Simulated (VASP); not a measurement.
A run of VASP 6.6.1:

Contents of POSCAR:

```
TiO
1.0
    3.0309987015      0.0000000000      0.0000000000
   -1.5154993507      2.6249218743      0.0000000000
    0.0000000000      0.0000000000      3.2377000000
Ti O
1 1
Direct
    0.6666666667      0.3333333333      0.0000000000
    0.0000000000      0.0000000000      0.5000000000
```

Contents of INCAR.step1:

```
PREC = Accurate ; ENCUT = 520
ISMEAR = 0 ; SIGMA = 0.01
LREAL = False ; LASPH = True
NELM = 100 ; NBANDS = 16
GGA = PE ; ALGO = Normal
EDIFF = 1E-4 ; LWAVE = True
LCHARG = False
```

File INCAR.step2:

```
PREC = Accurate ; ENCUT = 520
EDIFF = 1E-6 ; ISMEAR = 0
SIGMA = 0.01 ; LREAL = False
LASPH = True ; NELM = 100
ALGO = Normal ; ISIF = 2
LWAVE = False ; LCHARG = False
METAGGA = R2SCAN ; LMIXTAU = True
NBANDS = 16 ; ISTART = 1
```

File KPOINTS:

```
regular mesh
0
Gamma
  6 6 4
```

Potentials or basis: VASP PAW PBE potentials, release 64 (Ti_sv, O).

The run is started by

```bash
$ cat potpaw_PBE.64/Ti_sv/POTCAR potpaw_PBE.64/O/POTCAR > POTCAR
$ cp INCAR.step1 INCAR
$ mpirun -np 1 vasp_std > vasp.out
$ cp INCAR.step2 INCAR
$ mpirun -np 1 vasp_std > vasp.out
```

Hardware: 1 thread of Intel Xeon 8259CL, on a shared host.

Problem. Estimate the wall time of this run.

Solution. Wall time 64 s on 1 thread of Intel Xeon 8259CL (shared host), peak memory 0.14 GiB. Counts: k points 21.
